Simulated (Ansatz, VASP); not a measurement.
This is a calculation of Ta for VASP 6.6.1.

Contents of INCAR:

```
SYSTEM = Ta
ALGO = Normal
EDIFF = 1E-6
ENCUT = 500
GGA = CA
GGA_COMPAT = .False.
ISIF = 2
ISMEAR = -1
LASPH = .True.
LCHARG = .False.
LREAL = .False.
LWAVE = .False.
NBANDS = 12
NELM = 120
PREC = Accurate
SIGMA = 0.05
```

KPOINTS

```
k-points
0
Gamma
  11 11 11
  0 0 0
```

File POSCAR:

```
Ta
1.0
   -1.6175709496      1.6175709496      1.6175709496
    1.6175709496     -1.6175709496      1.6175709496
    1.6175709496      1.6175709496     -1.6175709496
Ta
1
Direct
    0.0000000000      0.0000000000      0.0000000000
```

Potentials or basis: VASP PAW LDA potentials, release 64 (Ta_sv_GW).

Command:

```bash
$ cat potpaw_LDA.64/Ta_sv_GW/POTCAR > POTCAR
$ mpirun -np 1 vasp_std > vasp.out
```

Task: Translate it to Ansatz 0.2.0. Potentials there: Ansatz PAW.

Result: As run (the cutoff follows the program's own potentials):

The input input.yaml:

```yaml
crystal:
  lattice:
    - [-1.6175709496, 1.6175709496, 1.6175709496]
    - [1.6175709496, -1.6175709496, 1.6175709496]
    - [1.6175709496, 1.6175709496, -1.6175709496]
  atoms:
    - { symbol: Ta, position: [0.0, 0.0, 0.0] }
hamiltonian:
  xc: lda
  pseudopotentials: { kind: paw }
kpoints:
  mp_grid: { grid: [11, 11, 11] }
scf:
  occupations: { method: fermi_dirac, width: 0.05 }
output:
  forces: true
  stress: true
  eigenvalues: true
```

Potentials or basis: Ansatz PAW.

Run with:

```bash
$ ansatz run input.yaml --threads 2 --pin off --max-ram 5632MiB --backend cpu --events-out ev --progress --plain --runs-dir out
```

Both were run:

|  | VASP | Ansatz | Ansatz less VASP |
| --- | --- | --- | --- |
| gap on the k mesh at the Fermi level (eV) | none | none | - |
| pressure (GPa) | 3.1 | 3.9 | +0.71 |

LDA's correlation is that of Perdew and Zunger in VASP and of Perdew and Wang (1992) in Ansatz. A gap of «none» marks a metal or a gap that the smearing closes.

Neither program's run includes spin-orbit coupling.
